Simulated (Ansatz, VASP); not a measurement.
# One calculation of LiHf2O2, two programs

```
Li Hf O
1.0
     3.58020    0.00000    0.00000
    -1.79010    3.10054    0.00000
     0.00000    0.00000    8.36465
Li Hf O
1 2 2
Direct
  0.00000 0.00000 0.00000
  0.00000 0.00000 0.35301
  0.00000 0.00000 0.64699
  0.33333 0.66667 0.50000
  0.66667 0.33333 0.50000
```

Alike in both runs: functional PBE; k mesh 12 × 12 × 6; occupations gaussian, width 0.1 eV; no spin polarisation.

Ansatz relaxed the structure, and its values are those at the end. VASP's run is a single point on that final structure, the one shown.

```csv
,VASP,Ansatz
version,VASP 6.6.1,Ansatz 0.2.0
potentials or method,"VASP PAW PBE potentials, release 64 (Li_sv, Hf_pv, O), cutoff 520 eV","scalar-relativistic, plane waves, PAW"
valence electrons in the cell,35,67
```

|  | VASP | Ansatz | Ansatz less VASP |
| --- | --- | --- | --- |
| gap on the k mesh at the Fermi level (eV) | none | none | - |
| rms of the force components (eV/Å) | 0.124 | 0.000 | -0.1243 |

A gap of «none» marks a metal or a gap that the smearing closes. One of these differences is far larger than is usual between the two programs; its cause wasn't traced. With one functional, cell and mesh, what is left measures potentials, basis and numerics. VASP's potentials hold 35 valence electrons a cell and Ansatz's 67, so a difference there can come from the potentials and not from the codes.

Neither program's run includes spin-orbit coupling. Noted on VASP's run: the cutoff is short for stress, so the pressure is rough.
